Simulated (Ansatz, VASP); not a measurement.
# One calculation of SnH2, two programs

Contents of INCAR:

```
  ALGO = Normal
  EDIFF = 1E-7
  EDIFFG = -0.08
  ENCUT = 910
  GGA = PE
  GGA_COMPAT = F
  IBRION = 2
  ISIF = 3
  ISMEAR = 0
  LASPH = T
  LCHARG = F
  LREAL = F
  LWAVE = F
  NELM = 120
  NELMIN = 4
  NSW = 36
  PREC = Accurate
  SIGMA = 0.15
```

KPOINTS

```
k-points
0
Gamma
  5 5 4
```

The input POSCAR:

```
SnH2
1.0
    2.8324265400     -1.7379502000      0.0000000000
    2.8324265400      1.7379502000      0.0000000000
   -0.0026477100      0.0000000000      3.9921745100
Sn H
1 2
Direct
    0.0000000000      0.0000000000      0.0000000000
    0.6893500100      0.6893500100      0.2883299900
    0.3106499900      0.3106499900      0.7116700100
```

Input for Ansatz:

```yaml
crystal:
  lattice:
    - [2.83242654, -1.7379502, 0.0]
    - [2.83242654, 1.7379502, 0.0]
    - [-0.00264771, 0.0, 3.99217451]
  atoms:
    - { symbol: Sn, position: [0.0, 0.0, 0.0] }
    - { symbol: H, position: [0.68935001, 0.68935001, 0.28832999] }
    - { symbol: H, position: [0.31064999, 0.31064999, 0.71167001] }
basis:
  ecutwfc: 420
kpoints:
  mp_grid: { grid: [5, 5, 4] }
hamiltonian:
  xc: pbe
scf:
  occupations: { method: gaussian, width: 0.15 }
  lower_state_search: "off"
output:
  forces: true
  stress: true
  eigenvalues: true
relax:
  adjacent_minimum: "off"
  f_tol: 0.08
  max_steps: 16
  cell: { stress_tol: 0.8 }
```

Change from the starting cell: species swapped into the Te2Au type (C2/m, No. 12).

Alike in both runs: task relaxation of cell and atoms; functional PBE; k mesh 5 × 5 × 4; occupations gaussian, width 0.15 eV; no spin polarisation.

|  | VASP | Ansatz |
| --- | --- | --- |
| version | VASP 6.6.1 | Ansatz 0.2.0 |
| potentials or method | VASP PAW PBE potentials, release 64 (Sn_d, H_h), cutoff 910 eV | scalar-relativistic, plane waves, PAW |
| valence electrons in the cell | 16 | 16 |

Ansatz gave:

```
gap on the k mesh at the Fermi level, each at its own relaxed structure (eV) : none
relaxed volume (Å³/atom)                                                     : 12.17
relaxed length of the cell vector where the two differ most in proportion (Å)              : 3.682
```

Task: What did VASP give for the same quantities?

Result: gap on the k mesh at the Fermi level, each at its own relaxed structure (eV): none; relaxed volume (Å³/atom): 12.54; relaxed length of the cell vector where the two differ most in proportion (Å): 3.925.

A gap of «none» marks a metal or a gap that the smearing closes. One of these differences is far larger than is usual between the two programs; its cause wasn't traced.

The k mesh is coarse, so the values compare programs but aren't converged.
